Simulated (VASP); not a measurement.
A run of VASP 6.6.1 is set up as follows.

File INCAR:

```
ALGO = Normal
EDIFF = 1E-6
ENCUT = 600
GGA_COMPAT = False
ISIF = 2
ISMEAR = -1
LASPH = True
LCHARG = False
LREAL = False
LWAVE = False
NBANDS = 39
NELM = 120
PREC = Accurate
SIGMA = 0.1
```

KPOINTS

```
k-points
0
Gamma
  5 5 3
```

POSCAR

```
CuHgF
1.0
    3.8011020000      0.0000000000      0.0000000000
    0.0000000000      3.8011020000      0.0000000000
    0.0000000000      0.0000000000      6.3088570000
Hg F Cu
2 2 2
Direct
    0.0000000000      0.5000000000      0.2077000000
    0.5000000000      0.0000000000      0.7923000000
    0.0000000000      0.5000000000      0.6524000000
    0.5000000000      0.0000000000      0.3476000000
    0.0000000000      0.0000000000      0.0000000000
    0.5000000000      0.5000000000      0.0000000000
```

Potentials or basis: VASP PAW LDA potentials, release 64 (Hg, F, Cu).

The run is started by

```sh
$ cat potpaw_LDA.64/Hg/POTCAR potpaw_LDA.64/F/POTCAR potpaw_LDA.64/Cu/POTCAR > POTCAR
$ mpirun -np 1 vasp_std > vasp.out
```

(1) Estimate the band gap on the k mesh.

(2) Predict the pressure.

(3) What does it give for the largest force?

Answers

(1) 0.90 eV (least direct gap 1.56 eV).

(2) 16.1 GPa.

(3) 6.436 eV/Å.

Caveat: the cell stands under pressure; spin-orbit coupling is left out, which moves the levels of the heavy elements; forces of over 1 eV/Å act on the atoms, so gaps and moduli don't describe the material at rest.
